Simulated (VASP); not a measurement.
# Ge (I4_1/amd) in VASP: further runs

Aim: see how the results for Ge move with the level of theory and the settings. Levels: PBE, PBEsol. Tasks: single point.

All numbers are computed with VASP 6.6.1; they aren't measurements. Logs are shortened: lines on timing, memory, paths and dates and some standing lists are left out, and cuts for length are marked.

### Step 1. The cell of the first run

Symmetry: I4_1/amd, No. 141, tetragonal system. Conventional cell: a = 4.001 Å, b = 4.001 Å, c = 5.432 Å, α = 90.00°, β = 90.00°, γ = 90.00°. Within 3.2 Å of Ge (site symmetry -4m2) lie 4 Ge at 2.42 Å.

### Step 2. Single point, PBE

Input file INCAR:

```
SYSTEM = Ge
PREC     = Accurate       ! precision mode
ENCUT    = 520            ! plane-wave cutoff, eV
EDIFF    = 1E-6           ! SCF threshold, eV
ISMEAR   = -1             ! smearing method
SIGMA    = 0.05           ! smearing width, eV
LREAL    = .FALSE.        ! projectors in reciprocal space
LASPH    = .TRUE.         ! aspherical terms in the spheres
NELM     = 60             ! most SCF steps
ALGO     = Normal         ! electronic algorithm
ISIF     = 2              ! what is computed and relaxed
LWAVE    = .FALSE.        ! write WAVECAR
LCHARG   = .FALSE.        ! write CHGCAR
GGA      = PE             ! functional
NBANDS   = 21             ! bands
```

Input file KPOINTS:

```
regular mesh
0
G
  7 7 7
  0 0 0
```

Input file POSCAR:

```
Ge
1.0
    0.0000000000      2.8289100000      2.7157536000
    2.8289100000      0.0000000000      2.7157536000
    2.8289100000      2.8289100000      0.0000000000
Ge
2
Direct
    0.7500000000      0.7500000000      0.7500000000
    0.5000000000      0.5000000000      0.5000000000
```

Potentials or basis: VASP PAW PBE potentials, release 64 (Ge_d).

Command:

```sh
$ cat potpaw_PBE.64/Ge_d/POTCAR > POTCAR
$ mpirun -np 1 vasp_std > vasp.out
```

OUTCAR:

```text
SYSTEM = Ge
   PREC = Accurate
   ENCUT = 520
   EDIFF = 1E-6
   ISMEAR = -1
   LREAL = .FALSE.
   LASPH = .TRUE.
   NELM = 60
   ISIF = 2
   GGA = PE

 ion  position               nearest neighbor table
   1  0.750  0.750  0.750-   2 2.42   2 2.42   2 2.42   2 2.42
   2  0.500  0.500  0.500-   1 2.42   1 2.42   1 2.42   1 2.42

  LATTYP: Found a body centered tetragonal cell.
 ALAT       =     4.0006828887
 C/A-ratio  =     1.3576450199

  Lattice vectors:

 A1 = (   0.0000000000,  -2.8289100000,  -2.7157536000)
 A2 = (   0.0000000000,   2.8289100000,  -2.7157536000)
 A3 = (   2.8289100000,   0.0000000000,   2.7157536000)

Analysis of symmetry for initial positions (statically):
=====================================================================
 Subroutine PRICEL returns:
 Original cell was already a primitive cell.

 Routine SETGRP: Setting up the symmetry group for a
 body centered tetragonal supercell.

 Subroutine GETGRP returns: Found 16 space group operations
 (whereof  8 operations were pure point group operations)
 out of a pool of 16 trial point group operations.

The static configuration has the point symmetry D_2d.
 The point group associated with its full space group is D_4h.

Analysis of symmetry for dynamics (positions and initial velocities):
=====================================================================
 Subroutine PRICEL returns:
 Original cell was already a primitive cell.

 Routine SETGRP: Setting up the symmetry group for a
 body centered tetragonal supercell.

 Subroutine GETGRP returns: Found 16 space group operations
 (whereof  8 operations were pure point group operations)
 out of a pool of 16 trial point group operations.

The dynamic configuration has the point symmetry D_2d.
 The point group associated with its full space group is D_4h.

 Subroutine INISYM returns: Found 16 space group operations
 (whereof  8 operations are pure point group operations),
 and found     1 'primitive' translations

----------------------------------------------------------------------------------------

                                     Primitive cell

  volume of cell :      43.4669

  direct lattice vectors                    reciprocal lattice vectors
     0.000000000  2.828910000  2.715753600    -0.176746521  0.176746521  0.184110959
     2.828910000  0.000000000  2.715753600     0.176746521 -0.176746521  0.184110959
     2.828910000  2.828910000  0.000000000     0.176746521  0.176746521 -0.184110959

  length of vectors
     3.921485612  3.921485612  4.000682889     0.310444054  0.310444054  0.310444054

  position of ions in fractional coordinates (direct lattice)
     0.750000000  0.750000000  0.750000000
     0.500000000  0.500000000  0.500000000

  ion indices of the primitive-cell ions
   primitive index   ion index
                 1           1
                 2           2

----------------------------------------------------------------------------------------

 KPOINTS: regular mesh

Automatic generation of k-mesh.
 Grid dimensions read from file:
 generate k-points for:    7    7    7

 Generating k-lattice:

  Cartesian coordinates                     Fractional coordinates (reciprocal lattice)
    -0.025249503  0.025249503  0.026301566     0.142857143  0.000000000  0.000000000
     0.025249503 -0.025249503  0.026301566     0.000000000  0.142857143  0.000000000
     0.025249503  0.025249503 -0.026301566     0.000000000  0.000000000  0.142857143

  Length of vectors
     0.044349151  0.044349151  0.044349151

  Shift w.r.t. Gamma in fractional coordinates (k-lattice)
     0.000000000  0.000000000  0.000000000

 Subroutine IBZKPT returns following result:
 ===========================================

 Found     40 irreducible k-points:

 Following reciprocal coordinates:
            Coordinates               Weight
  0.000000  0.000000  0.000000      1.000000
  0.142857 -0.000000  0.000000      8.000000
  0.285714 -0.000000  0.000000      8.000000
  0.428571  0.000000  0.000000      8.000000
  0.142857  0.142857  0.000000      2.000000
  0.285714  0.142857  0.000000      8.000000
[... 16 lines left out ...]
  0.428571  0.285714  0.142857      8.000000
 -0.428571  0.285714  0.142857     16.000000
 [... further k-points ...]
   k-points           NKPTS =     40   k-points in BZ     NKDIM =     40   number of bands    NBANDS=     21
   number of dos      NEDOS =    301   number of ions     NIONS =      2
   total plane-waves  NPLWV =  27000
   dimension x,y,z NGX =    30 NGY =   30 NGZ =   30
   dimension x,y,z NGXF=    60 NGYF=   60 NGZF=   60
   ions per type =               2
   NGX,Y,Z   is equivalent  to a cutoff of  12.72, 12.72, 12.47 a.u.
   NGXF,Y,Z  is equivalent  to a cutoff of  25.44, 25.44, 24.93 a.u.
 SYSTEM =  Ge
   PREC   = accura    normal or accurate (medium, high low for compatibility)
   ISTART =      0    job   : 0-new  1-cont  2-samecut
   ICHARG =      2    charge: 1-file 2-atom 10-const
   ISPIN  =      1    spin polarized calculation?
   LNONCOLLINEAR =      F non collinear calculations
   LSORBIT =      F    spin-orbit coupling
   LASPH  =      T    aspherical Exc in radial PAW
   ENCUT  =  520.0 eV  38.22 Ry    6.18 a.u.   7.29  7.29  7.44*2*pi/ulx,y,z
   NELM   =     60;   NELMIN=  2; NELMDL= -5     # of ELM steps
   EDIFF  = 0.1E-05   stopping-criterion for ELM
   LREAL  =      F    real-space projection
   EDIFFG = 0.1E-04   stopping-criterion for IOM
   NSW    =      0    number of steps for IOM
   IBRION =     -1    ionic relax: 0-MD 1-quasi-New 2-CG
   NFREE  =      0    steps in history (QN), initial steepest desc. (CG)
   ISIF   =      2    stress and relaxation
   ISYM   =      2    0-nonsym 1-usesym 2-fastsym
   POTIM  = 0.5000    time-step for ionic-motion
   TEBEG  =    0.0;   TEEND  =   0.0 temperature during run
   PSTRESS=    0.0 pullay stress
   NELECT =      28.0000    total number of electrons
   NUPDOWN=      -1.0000    fix difference up-down
   EMIN   =  10.00;   EMAX   =-10.00  energy-range for DOS
   EFERMI =   0.00;   METHOD = LEGACY
   ISMEAR =    -1;   SIGMA  =   0.05  broadening in eV -4-tet -1-fermi 0-gaus
   EFERMI_NEDOS =   21; number of points for ismear=-14 and -15
   IALGO  =     38    algorithm
   IMIX   =      4    mixing-type and parameters
     AMIX     =   0.40;   BMIX     =  1.00
     AMIX_MAG =   1.60;   BMIX_MAG =  1.00
  volume/ion in A,a.u.               =      21.73       146.66
  Fermi-wavevector in a.u.,A,eV,Ry     =   1.413865  2.671818 27.198243  1.999014
  Thomas-Fermi vector in A             =   2.535467
   LORBIT       =      0    0 simple, 1 ext, 2 COOP (PROOUT), +10 PAW based schemes
   GGA     = PE    functional components
   LHFCALC =     F    Hartree Fock is set to
   AEXX    =    0.0000 exact exchange contribution
   IVDW    =     0    specifies the selected vdW correction
   LEPSILON=     F    determine dielectric tensor
   LRPA    =     F    only Hartree local field effects (RPA)
 non-spin polarized calculation
  energy-cutoff  :      520.00
  volume of cell :       43.47
 maximum number of plane-waves:      1188
 NGX is ok and might be reduce to    30
   NGX = 15   NGY = 15   NGZ = 15

 number of electron      28.0000005 magnetization

 Free energy of the ion-electron system (eV)
  ---------------------------------------------------
  ext. energy  EPLUGINS =         0.00000000
  ---------------------------------------------------
  free energy    TOTEN  =        -8.91984071 eV

  energy without entropy =       -8.91893296  energy(sigma->0) =       -8.91938684

 E-fermi :   5.5764     XC(G=0): -10.1198

 val. band max:        5.3000719437   @ k =   0.0000   0.0000   0.0000
 cond. band min:       5.6108680448   @ k =   0.0000   0.0000   0.0000
 fundamental gap:      0.3107961011
 Fermi energy:         5.5764245051

 k-point     1 :       0.0000    0.0000    0.0000
  band No.  band energies     occupation
      1     -19.4830      2.00000
      2     -19.4712      2.00000
      3     -19.4712      2.00000
      4     -19.4384      2.00000
      5     -19.4332      2.00000
      6     -19.2095      2.00000
[... 13 lines left out ...]
     20      14.5799      0.00000
     21      15.3424      0.00000

 k-point     2 :       0.1429   -0.0000    0.0000
  band No.  band energies     occupation
      1     -19.4907      2.00000
      2     -19.4822      2.00000
      3     -19.4714      2.00000
      4     -19.4218      2.00000
      5     -19.4179      2.00000
      6     -19.2229      2.00000
[... 13 lines left out ...]
     20      13.6735      0.00000
     21      14.1360      0.00000

 k-point     3 :       0.2857   -0.0000    0.0000
  band No.  band energies     occupation
      1     -19.5026      2.00000
      2     -19.4922      2.00000
      3     -19.4645      2.00000
      4     -19.4005      2.00000
      5     -19.3978      2.00000
      6     -19.2396      2.00000
[... 13 lines left out ...]
     20      13.9926      0.00000
     21      14.1510      0.00000

 k-point     4 :       0.4286    0.0000    0.0000
  band No.  band energies     occupation
      1     -19.5079      2.00000
      2     -19.4952      2.00000
      3     -19.4582      2.00000
      4     -19.3907      2.00000
      5     -19.3888      2.00000
      6     -19.2470      2.00000
[... 13 lines left out ...]
     20      15.8797      0.00000
     21      16.0720      0.00000

 k-point     5 :       0.1429    0.1429    0.0000
  band No.  band energies     occupation
      1     -19.4863      2.00000
      2     -19.4780      2.00000
      3     -19.4780      2.00000
      4     -19.4249      2.00000
      5     -19.4066      2.00000
      6     -19.2399      2.00000
[... 13 lines left out ...]
     20      13.6350      0.00000
     21      14.9551      0.00000
[... 382 lines left out ...]
     20      14.6141      0.00000
     21      17.1641      0.00000

 k-point    22 :      -0.1429    0.0000    0.1429
  band No.  band energies     occupation
      1     -19.5023      2.00000
      2     -19.4885      2.00000
      3     -19.4636      2.00000
      4     -19.4134      2.00000
      5     -19.3939      2.00000
      6     -19.2479      2.00000
[... 13 lines left out ...]
     20      14.4212      0.00000
     21      14.5668      0.00000

 k-point    23 :       0.4286    0.2857    0.1429
  band No.  band energies     occupation
      1     -19.5090      2.00000
      2     -19.5050      2.00000
      3     -19.4411      2.00000
      4     -19.3868      2.00000
      5     -19.3576      2.00000
      6     -19.2910      2.00000
[... 13 lines left out ...]
     20      16.2212      0.00000
     21      17.0370      0.00000

 k-point    24 :      -0.4286    0.2857    0.1429
  band No.  band energies     occupation
      1     -19.5247      2.00000
      2     -19.5112      2.00000
      3     -19.4163      2.00000
      4     -19.3647      2.00000
      5     -19.3459      2.00000
      6     -19.2962      2.00000
[... 13 lines left out ...]
     20      16.3363      0.00000
     21      17.3796      0.00000

 [... further k-points ...]

------------------------ aborting loop because EDIFF is reached ----------------------------------------

  FORCE on cell =-STRESS in cart. coord.  units (eV):
  Direction    XX          YY          ZZ          XY          YZ          ZX
  --------------------------------------------------------------------------------------
  -------------------------------------------------------------------------------------
  Total        1.6249488      1.6249488      2.3397629      0.0000000      0.0000000      0.0000000
  in kB       59.8951468     59.8951468     86.2429918      0.0000000      0.0000000      0.0000000
  external PRESSURE =      68.6777618 kB  Pullay stress =       0.0000000 kB

 VOLUME and BASIS-vectors are now :
 -----------------------------------------------------------------------------
  energy-cutoff  :      520.00
  volume of cell :       43.47
      direct lattice vectors                 reciprocal lattice vectors
     0.000000000  2.828910000  2.715753600    -0.176746521  0.176746521  0.184110959
     2.828910000  0.000000000  2.715753600     0.176746521 -0.176746521  0.184110959
     2.828910000  2.828910000  0.000000000     0.176746521  0.176746521 -0.184110959

 POSITION                                       TOTAL-FORCE (eV/Angst)
 -----------------------------------------------------------------------------------
      4.24336      4.24336      4.07363         0.000000      0.000000     -0.000000
      2.82891      2.82891      2.71575        -0.000000     -0.000000      0.000000
 -----------------------------------------------------------------------------------
    total drift:                                0.000000     -0.000000     -0.000000

  FREE ENERGIE OF THE ION-ELECTRON SYSTEM (eV)
  ---------------------------------------------------
  free  energy   TOTEN  =        -8.9198407123 eV

  energy  without entropy=       -8.9189329604  energy(sigma->0) =       -8.91938684
```

Run time: 18 s. Hardware: 1 thread of Intel Xeon 6975P-C (Granite Rapids), shared host; peak memory 0.17 GiB.

What came out:

```
Free energy : -8.9198 eV
Pressure    : 6.9 GPa
```

### Step 3. Single point, PBEsol

Input file INCAR:

```
  PREC = Accurate
  ENCUT = 520
  EDIFF = 1E-7
  ISMEAR = -1
  SIGMA = 0.05
  LREAL = False
  LASPH = True
  NELM = 80
  ALGO = Normal
  ISIF = 2
  LWAVE = False
  LCHARG = True
  GGA = PS
  LELF = True
  LVHAR = True
  NBANDS = 21
```

Input file KPOINTS:

```
regular mesh
0
Gamma
  8 8 8
```

POSCAR is that of step 2.

Potentials or basis: VASP PAW PBE potentials, release 64 (Ge_d).

Command:

```sh
$ cat potpaw_PBE.64/Ge_d/POTCAR > POTCAR
$ mpirun -np 1 vasp_std > vasp.out
```

Wall time 45 s (1 thread of Intel Xeon 6975P-C (Granite Rapids), shared host); peak memory 0.18 GiB.

It converged, with:

```yaml
Free_energy: -9.8289 eV
Pressure: 3.6 GPa
Band_gap_on_the_k_mesh: zero (band 14 reaches 5.48 eV, above the bottom of band 15 at 5.45 eV)
```

Stress tensor (GPa, compression positive):
```
2.73 0.00 0.00
0.00 2.73 0.00
0.00 0.00 5.40
```

Levels at points of the mesh, in eV from the Fermi level:
```tsv
k point	band 12	band 13	band 14	band 15	band 16	band 17
(0.00, 0.00, 0.00)	-0.21	-0.21	0.10	0.25	2.32	2.51
(0.50, 0.00, 0.00)	-7.93	-1.77	-1.40	0.11	3.48	3.80
(0.50, 0.50, 0.00)	-9.03	-3.54	-3.54	0.28	0.28	9.73
(0.50, 0.00, 0.50)	-9.24	-3.24	-3.24	0.62	0.62	9.61
```

Caveat: the PAW data sets were made with another functional, which shifts forces and pressure a little.
